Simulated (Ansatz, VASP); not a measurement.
Two plane-wave programs on InSb

```
In Sb
1.0
     3.09093    0.00000    0.00000
     0.00000    6.18185    0.00000
     0.00000    0.00000    6.23391
In Sb
2 2
Direct
  0.00000 0.50000 0.00000
  0.00000 0.00000 0.00000
  0.00000 0.00000 0.50000
  0.00000 0.50000 0.50000
```

Alike in both runs: task single point; functional PBE; k mesh 12 × 6 × 6; occupations gaussian, width 0.15 eV; no spin polarisation.

```csv
,VASP,Ansatz
version,VASP 6.6.1,Ansatz 0.2.0
potentials or method,"VASP PAW PBE potentials, release 64 (In_d, Sb), cutoff 520 eV","scalar-relativistic, plane waves, PAW"
valence electrons in the cell,36,56
```

```tsv
	VASP	Ansatz	Ansatz less VASP
gap on the k mesh at the Fermi level (eV)	none	none	-
pressure (GPa)	-0.2	-0.2	+0.03
traceless stress, the component that is largest in VASP (GPa)	0.12	0.12	+0.004
```

A gap of «none» marks a metal or a gap that the smearing closes. VASP's potentials hold 36 valence electrons a cell and Ansatz's 56, so a difference there can come from the potentials and not from the codes.

Spin-orbit coupling is off throughout.
